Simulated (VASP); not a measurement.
# SiC in VASP: a series of runs

SiC is run at these levels: PBE-based screened hybrid with 25 % exact exchange, HSEsol, PBE0; tasks: single point.

Program: VASP 6.6.1. These are calculated values, not measurements. Logs are shortened: lines on timing, memory, paths and dates and some standing lists are left out, and cuts for length are marked.

### Step 1. The cell of the first run

The structure is cubic, space group F-43m (No. 216). The conventional cell has a = 4.358 Å, b = 4.358 Å, c = 4.358 Å, α = 90.00°, β = 90.00°, γ = 90.00°. Within 2.5 Å of Si (site symmetry -43m) lie 4 C at 1.89 Å. Within 2.5 Å of C (site symmetry -43m) lie 4 Si at 1.89 Å.

### Step 2. Single point, PBE-based screened hybrid with 25 % exact exchange

Input file POSCAR:

```
SiC
1.0
    0.0000000000      2.1790000000      2.1790000000
    2.1790000000      0.0000000000      2.1790000000
    2.1790000000      2.1790000000      0.0000000000
Si C
1 1
Direct
    0.0000000000      0.0000000000      0.0000000000
    0.2500000000      0.2500000000      0.2500000000
```

Input file INCAR.step1:

```
SYSTEM = SiC
PREC = Accurate
ENCUT = 520
EDIFF = 1E-5
ISMEAR = -1
SIGMA = 0.1
LREAL = .FALSE.
LASPH = .TRUE.
NELM = 120
ALGO = Normal
ISIF = 2
LWAVE = .TRUE.
LCHARG = .FALSE.
GGA = PE
NBANDS = 11
GGA_COMPAT = .FALSE.
```

Input file INCAR.step2:

```
SYSTEM = SiC
PREC = Accurate
ENCUT = 520
EDIFF = 1E-6
ISMEAR = -1
SIGMA = 0.1
LREAL = .FALSE.
LASPH = .TRUE.
NELM = 120
ALGO = Normal
ISIF = 2
LWAVE = .FALSE.
LCHARG = .FALSE.
GGA = PE
LHFCALC = .TRUE.
AEXX = 0.25
HFSCREEN = 0.3
PRECFOCK = Normal
ISTART = 1
NBANDS = 11
GGA_COMPAT = .FALSE.
```

Input file KPOINTS:

```
regular mesh
0
G
  7 7 7
  0 0 0
```

Potentials or basis: VASP PAW PBE potentials, release 64 (Si, C).

Started as:

```sh
$ cat potpaw_PBE.64/Si/POTCAR potpaw_PBE.64/C/POTCAR > POTCAR
$ cp INCAR.step1 INCAR
$ mpirun -np 1 vasp_std > vasp.out
$ cp INCAR.step2 INCAR
$ mpirun -np 1 vasp_std > vasp.out
```

OUTCAR:

```text
SYSTEM = SiC
   PREC = Accurate
   ENCUT = 520
   EDIFF = 1E-6
   ISMEAR = -1
   LREAL = .FALSE.
   LASPH = .TRUE.
   NELM = 120
   ISIF = 2
   GGA = PE
   LHFCALC = .TRUE.
   AEXX = 0.25
   HFSCREEN = 0.3
   PRECFOCK = Normal
   ISTART = 1

 ion  position               nearest neighbor table
   1  0.000  0.000  0.000-   2 1.89   2 1.89   2 1.89   2 1.89
   2  0.250  0.250  0.250-   1 1.89   1 1.89   1 1.89   1 1.89

  LATTYP: Found a face centered cubic cell.
 ALAT       =     4.3580000000

  Lattice vectors:

 A1 = (   0.0000000000,   2.1790000000,   2.1790000000)
 A2 = (   2.1790000000,   0.0000000000,   2.1790000000)
 A3 = (   2.1790000000,   2.1790000000,   0.0000000000)

Analysis of symmetry for initial positions (statically):
=====================================================================
 Subroutine PRICEL returns:
 Original cell was already a primitive cell.

 Routine SETGRP: Setting up the symmetry group for a
 face centered cubic supercell.

 Subroutine GETGRP returns: Found 24 space group operations
 (whereof 24 operations were pure point group operations)
 out of a pool of 48 trial point group operations.

The static configuration has the point symmetry T_d .

Analysis of symmetry for dynamics (positions and initial velocities):
=====================================================================
 Subroutine PRICEL returns:
 Original cell was already a primitive cell.

 Routine SETGRP: Setting up the symmetry group for a
 face centered cubic supercell.

 Subroutine GETGRP returns: Found 24 space group operations
 (whereof 24 operations were pure point group operations)
 out of a pool of 48 trial point group operations.

The dynamic configuration has the point symmetry T_d .

 Subroutine INISYM returns: Found 24 space group operations
 (whereof 24 operations are pure point group operations),
 and found     1 'primitive' translations

----------------------------------------------------------------------------------------

                                     Primitive cell

  volume of cell :      20.6920

  direct lattice vectors                    reciprocal lattice vectors
     0.000000000  2.179000000  2.179000000    -0.229463056  0.229463056  0.229463056
     2.179000000  0.000000000  2.179000000     0.229463056 -0.229463056  0.229463056
     2.179000000  2.179000000  0.000000000     0.229463056  0.229463056 -0.229463056

  length of vectors
     3.081571352  3.081571352  3.081571352     0.397441672  0.397441672  0.397441672

  position of ions in fractional coordinates (direct lattice)
     0.000000000  0.000000000  0.000000000
     0.250000000  0.250000000  0.250000000

  ion indices of the primitive-cell ions
   primitive index   ion index
                 1           1
                 2           2

----------------------------------------------------------------------------------------

 KPOINTS: regular mesh

Automatic generation of k-mesh.
 Grid dimensions read from file:
 generate k-points for:    7    7    7

 Generating k-lattice:

  Cartesian coordinates                     Fractional coordinates (reciprocal lattice)
    -0.032780437  0.032780437  0.032780437     0.142857143  0.000000000  0.000000000
     0.032780437 -0.032780437  0.032780437     0.000000000  0.142857143  0.000000000
     0.032780437  0.032780437 -0.032780437     0.000000000  0.000000000  0.142857143

  Length of vectors
     0.056777382  0.056777382  0.056777382

  Shift w.r.t. Gamma in fractional coordinates (k-lattice)
     0.000000000  0.000000000  0.000000000

 Subroutine IBZKPT returns following result:
 ===========================================

 Found     20 irreducible k-points:

 Following reciprocal coordinates:
            Coordinates               Weight
  0.000000  0.000000  0.000000      1.000000
  0.142857  0.000000  0.000000      8.000000
  0.285714  0.000000  0.000000      8.000000
  0.428571  0.000000  0.000000      8.000000
  0.142857  0.142857  0.000000      6.000000
  0.285714  0.142857  0.000000     24.000000
[... 12 lines left out ...]
 -0.428571  0.428571  0.142857     24.000000
 -0.285714  0.428571  0.142857     24.000000
   k-points           NKPTS =     20   k-points in BZ     NKDIM =    343   number of bands    NBANDS=     11
   number of dos      NEDOS =    301   number of ions     NIONS =      2
   total plane-waves  NPLWV =  13824
   dimension x,y,z NGX =    24 NGY =   24 NGZ =   24
   dimension x,y,z NGXF=    48 NGYF=   48 NGZF=   48
   ions per type =               1   1
   NGX,Y,Z   is equivalent  to a cutoff of  12.95, 12.95, 12.95 a.u.
   NGXF,Y,Z  is equivalent  to a cutoff of  25.90, 25.90, 25.90 a.u.
 SYSTEM =  SiC
   PREC   = accura    normal or accurate (medium, high low for compatibility)
   ISTART =      1    job   : 0-new  1-cont  2-samecut
   ICHARG =      0    charge: 1-file 2-atom 10-const
   ISPIN  =      1    spin polarized calculation?
   LNONCOLLINEAR =      F non collinear calculations
   LSORBIT =      F    spin-orbit coupling
   LASPH  =      T    aspherical Exc in radial PAW
   ENCUT  =  520.0 eV  38.22 Ry    6.18 a.u.   5.73  5.73  5.73*2*pi/ulx,y,z
   NELM   =    120;   NELMIN=  2; NELMDL=  0     # of ELM steps
   EDIFF  = 0.1E-05   stopping-criterion for ELM
   LREAL  =      F    real-space projection
   EDIFFG = 0.1E-04   stopping-criterion for IOM
   NSW    =      0    number of steps for IOM
   IBRION =     -1    ionic relax: 0-MD 1-quasi-New 2-CG
   NFREE  =      0    steps in history (QN), initial steepest desc. (CG)
   ISIF   =      2    stress and relaxation
   ISYM   =      3    0-nonsym 1-usesym 2-fastsym
   POTIM  = 0.5000    time-step for ionic-motion
   TEBEG  =    0.0;   TEEND  =   0.0 temperature during run
   PSTRESS=    0.0 pullay stress
   NELECT =       8.0000    total number of electrons
   NUPDOWN=      -1.0000    fix difference up-down
   EMIN   =  10.00;   EMAX   =-10.00  energy-range for DOS
   EFERMI =   0.00;   METHOD = LEGACY
   ISMEAR =    -1;   SIGMA  =   0.10  broadening in eV -4-tet -1-fermi 0-gaus
   EFERMI_NEDOS =   21; number of points for ismear=-14 and -15
   IALGO  =     38    algorithm
   IMIX   =      1    mixing-type and parameters
     AMIX     =   0.40;   BMIX     =  1.00
     AMIX_MAG =   1.60;   BMIX_MAG =  1.00
  volume/ion in A,a.u.               =      10.35        69.82
  Fermi-wavevector in a.u.,A,eV,Ry     =   1.192626  2.253736 19.352338  1.422357
  Thomas-Fermi vector in A             =   2.328660
   LORBIT       =      0    0 simple, 1 ext, 2 COOP (PROOUT), +10 PAW based schemes
   GGA     = PE    functional components
   LHFCALC =     T    Hartree Fock is set to
   PRECFOCK=normal    Normal, Fast or Accurate (Low or Medium for compatibility)
   ENCUT4O =  -1.0   cutoff for four orbital integrals eV
   NKREDX  =     1    reduce k-point grid by
   NKREDY  =     1    reduce k-point grid by
   NKREDZ  =     1    reduce k-point grid by
   AEXX    =    0.2500 exact exchange contribution
   HFSCREEN=    0.3000 screening length (either q_TF or 0.3 A-1)
   HFSCREENC=   0.3000 screening length for correlation (either q_TF or 0.3 A-1)
   ENCUTFOCK=  -1.0 apply spherical cutoff to Coloumb kernel
   IVDW    =     0    specifies the selected vdW correction
   LEPSILON=     F    determine dielectric tensor
   LRPA    =     F    only Hartree local field effects (RPA)
 non-spin polarized calculation
  energy-cutoff  :      520.00
  volume of cell :       20.69
 maximum number of plane-waves:       567
  NGX = 18; NGY = 18; NGZ = 18

 number of electron       8.0000001 magnetization

 Free energy of the ion-electron system (eV)
  ---------------------------------------------------
  ext. energy  EPLUGINS =         0.00000000
  ---------------------------------------------------
  free energy    TOTEN  =       -17.01456796 eV

  energy without entropy =      -17.01456707  energy(sigma->0) =      -17.01456752

 E-fermi :   8.7500     XC(G=0):  -9.5033

 val. band max:        7.6155491541   @ k =   0.0000   0.0000   0.0000
 cond. band min:       9.9039809436   @ k =   0.4286   0.4286   0.0000
 fundamental gap:      2.2884317894
 Fermi energy:         8.7500037364

 k-point     1 :       0.0000    0.0000    0.0000
  band No.  band energies     occupation
      1      -9.2830      2.00000
      2       7.6155      1.99998
      3       7.6155      1.99998
      4       7.6155      1.99998
      5      14.9142      0.00000
      6      15.9614      0.00000
      7      15.9614      0.00000
      8      15.9614      0.00000
      9      23.4323      0.00000
     10      23.4323      0.00000
     11      25.3398      0.00000

 k-point     2 :       0.1429    0.0000    0.0000
  band No.  band energies     occupation
      1      -8.8521      2.00000
      2       5.6216      2.00000
      3       7.3411      2.00000
      4       7.3411      2.00000
      5      15.0686      0.00000
      6      16.4262      0.00000
      7      16.4262      0.00000
      8      16.8111      0.00000
      9      21.9562      0.00000
     10      21.9562      0.00000
     11      24.7210      0.00000

 k-point     3 :       0.2857    0.0000    0.0000
  band No.  band energies     occupation
      1      -7.6068      2.00000
      2       2.0581      2.00000
      3       6.8368      2.00000
      4       6.8368      2.00000
      5      14.4481      0.00000
      6      16.5056      0.00000
      7      16.5056      0.00000
      8      18.5576      0.00000
      9      22.3966      0.00000
     10      22.3966      0.00000
     11      23.9458      0.00000
[... 211 lines left out ...]
 k-point    19 :      -0.4286    0.4286    0.1429
  band No.  band energies     occupation
      1      -4.3277      2.00000
      2       0.0886      2.00000
      3       3.0245      2.00000
      4       3.5576      2.00000
      5      12.0416      0.00000
      6      15.1590      0.00000
      7      19.5796      0.00000
      8      22.4507      0.00000
      9      22.9346      0.00000
     10      26.8393      0.00000
     11      30.8516      0.00000

 k-point    20 :      -0.2857    0.4286    0.1429
  band No.  band energies     occupation
      1      -3.8660      2.00000
      2      -0.0510      2.00000
      3       1.7439      2.00000
      4       3.7569      2.00000
      5      13.1631      0.00000
      6      17.3159      0.00000
      7      19.0926      0.00000
      8      19.7531      0.00000
      9      22.8188      0.00000
     10      25.7635      0.00000
     11      30.8888      0.00000

------------------------ aborting loop because EDIFF is reached ----------------------------------------

  FORCE on cell =-STRESS in cart. coord.  units (eV):
  Direction    XX          YY          ZZ          XY          YZ          ZX
  --------------------------------------------------------------------------------------
  -------------------------------------------------------------------------------------
  Total       -0.1864992     -0.1864992     -0.1864992      0.0000000     -0.0000000     -0.0000000
  in kB      -14.4406173    -14.4406173    -14.4406173      0.0000000     -0.0000000     -0.0000000
  external PRESSURE =     -14.4406173 kB  Pullay stress =       0.0000000 kB

 VOLUME and BASIS-vectors are now :
 -----------------------------------------------------------------------------
  energy-cutoff  :      520.00
  volume of cell :       20.69
      direct lattice vectors                 reciprocal lattice vectors
     0.000000000  2.179000000  2.179000000    -0.229463056  0.229463056  0.229463056
     2.179000000  0.000000000  2.179000000     0.229463056 -0.229463056  0.229463056
     2.179000000  2.179000000  0.000000000     0.229463056  0.229463056 -0.229463056

 POSITION                                       TOTAL-FORCE (eV/Angst)
 -----------------------------------------------------------------------------------
      0.00000      0.00000      0.00000         0.000000      0.000000      0.000000
      1.08950      1.08950      1.08950        -0.000000     -0.000000     -0.000000
 -----------------------------------------------------------------------------------
    total drift:                                0.000079     -0.000034      0.000016

  FREE ENERGIE OF THE ION-ELECTRON SYSTEM (eV)
  ---------------------------------------------------
  free  energy   TOTEN  =       -17.0145679595 eV

  energy  without entropy=      -17.0145670732  energy(sigma->0) =      -17.01456752
```

Run time: 13 min. Hardware: 1 thread of AMD EPYC 7R43 (Zen 3), shared host; peak memory 0.21 GiB.

Results:

```
Free energy            : -17.0146 eV
Pressure               : -1.4 GPa
Band gap on the k mesh : 2.29 eV (least direct gap 5.64 eV)
```

Caveat: the PAW data sets were made with another functional, which shifts forces and pressure a little; an odd mesh through Γ misses points on the zone boundary, where band edges can lie.

[end of part 1 of 2]
